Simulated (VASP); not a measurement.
Here is a VASP 6.6.1 calculation.

The input INCAR:

```
SYSTEM = Ir
PREC = Accurate
ENCUT = 520
EDIFF = 1E-8
ISMEAR = -1
SIGMA = 0.05
LREAL = .False.
LASPH = .True.
NELM = 80
ALGO = Normal
ISIF = 2
LWAVE = .False.
LCHARG = .False.
GGA = PE
LEFG = .True.
NBANDS = 10
```

KPOINTS

```
Automatic mesh
0
Gamma
  15 15 15
  0 0 0
```

POSCAR

```
Ir
1.0
    0.0000000000      1.9197000000      1.8621090000
    1.9197000000      0.0000000000      1.8621090000
    1.9197000000      1.9197000000      0.0000000000
Ir
1
Direct
    0.0000000000      0.0000000000      0.0000000000
```

Potentials or basis: VASP PAW PBE potentials, release 64 (Ir).

Command:

```sh
$ cat potpaw_PBE.64/Ir/POTCAR > POTCAR
$ mpirun -np 1 vasp_std > vasp.out
```

(1) What does it give for the pressure?

Results:

(1) 22.8 GPa.

Caveat: the cell differs from its parent crystal (zz strain of -3 %); without QUAD_EFG the Cq values of the log hold for a quadrupole moment of 1 mb, not for the nuclei.
